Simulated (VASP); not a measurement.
Runs of VASP 6.6.1 on C. The structure is that of space group P6_3/mmc (No. 194), or close to it. The cells are those of the table. 

| task | potentials or basis | cell | cutoff (eV) | second run | gap on the mesh (eV) | pressure (GPa) |
| --- | --- | --- | --- | --- | --- | --- |
| single point | VASP PAW LDA potentials, release 64 (C_h) | a = 2.483, b = 2.483, c = 4.095 Å, angles 90.0, 90.0, 120.0°, 4 atoms | 910 | hard_potentials | 3.00 | 5.6 |
| relaxation of the atoms | VASP PAW LDA potentials, release 64 (C) | atoms relaxed from a = 2.489, b = 2.489, c = 4.095 Å, angles 90.0, 90.0, 120.0°, 4 atoms | 520 | - | 3.02 | 4.3 |
| single point | VASP PAW LDA potentials, release 64 (C) | a = 2.483, b = 2.483, c = 4.095 Å, angles 90.0, 90.0, 120.0°, 4 atoms | 520 | - | 2.99 | 6.6 |
| single point | VASP PAW LDA potentials, release 64 (C) | a = 2.489, b = 2.489, c = 4.095 Å, angles 90.0, 90.0, 120.0°, 4 atoms | 520 | - | 3.02 | 4.3 |
| single point | VASP PAW LDA potentials, release 64 (C) | a = 2.436, b = 2.436, c = 4.095 Å, angles 90.0, 90.0, 120.0°, 4 atoms | 520 | - | (a) | 26.6 |
| relaxation of the atoms | VASP PAW LDA potentials, release 64 (C) | atoms relaxed from a = 2.484, b = 2.484, c = 4.095 Å, angles 90.0, 90.0, 120.0°, 4 atoms | 520 | - | 3.00 | 6.4 |
| relaxation of the atoms | VASP PAW LDA potentials, release 64 (C) | atoms relaxed from a = 2.483, b = 2.483, c = 4.095 Å, angles 90.0, 90.0, 120.0°, 4 atoms | 520 | - | 2.99 | 6.6 |

Alike in all rows: level LDA; no spin polarisation; k mesh 9 × 9 × 6; smearing gaussian 0.02 eV.

Problem. Estimate the missing entries.

Solution. (a) 2.77.

Caveats: the cutoff is under 1.25 times the usual one of these potentials, so pressure, stress and relaxed cells hold a basis-set (Pulay) error (some runs); the relaxation stopped at its first step, so nothing moved (some runs).

A k mesh can miss the band edges.
